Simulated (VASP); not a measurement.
Wanted: the native input for a VASP 6.6.1 run.

```
Task                   : single point
Functional             : PBE
Potentials or basis    : VASP PAW PBE potentials, release 64 (Fe, O)
Cutoff                 : 600 eV
k mesh                 : 11 × 11 × 11
Occupations            : fermi-dirac, width 0.05 eV
Spin                   : collinear spin, ferromagnetic start
Starting moments       : [3.0, 0.0] μB
Dipole correction      : no
Further INCAR settings : ALGO = Normal; EDIFF = 1e-06; NBANDS = 18
```

The structure of FeO lies in POSCAR:

```
FeO
1.0
    0.0000000000      2.1409339512      2.1409339512
    2.1409339512      0.0000000000      2.1409339512
    2.1409339512      2.1409339512      0.0000000000
Fe O
1 1
Direct
    0.0000000000      0.0000000000      0.0000000000
    0.5000000000      0.5000000000      0.5000000000
```

The input as run:

INCAR

```
PREC = Accurate
ENCUT = 600
EDIFF = 1E-6
ISMEAR = -1
SIGMA = 0.05
LREAL = False
LASPH = True
NELM = 200
ALGO = Normal
ISIF = 2
LWAVE = False
LCHARG = True
ISPIN = 2
MAGMOM = 3 0
LORBIT = 11
LMAXMIX = 4
GGA = PE
LELF = True
LVHAR = True
NBANDS = 18
GGA_COMPAT = False
```

KPOINTS

```
regular mesh
0
Gamma
  11 11 11
```

Potentials or basis: VASP PAW PBE potentials, release 64 (Fe, O).

Command:

```console
$ cat potpaw_PBE.64/Fe/POTCAR potpaw_PBE.64/O/POTCAR > POTCAR
$ mpirun -np 1 vasp_std > vasp.out
```

It gave:

* Pressure: 3.6 GPa
* Band gap on the k mesh: zero (filled and empty bands overlap)
* Net moment: 4.00 μB per cell
* Site moments: Fe +3.62; O +0.31 μB
* Valence electrons inside the program's atomic spheres: Fe 6.77; O 5.00

Caveat: a cell with one magnetic atom can't hold antiferromagnetic order, which such compounds often take; semilocal functionals often make such compounds metallic where correlation or magnetic order opens a gap, which also shifts bond lengths.

Wall time 23 s on 1 thread of Intel Xeon 6975P-C, with other jobs on the host, peak memory 0.17 GiB.
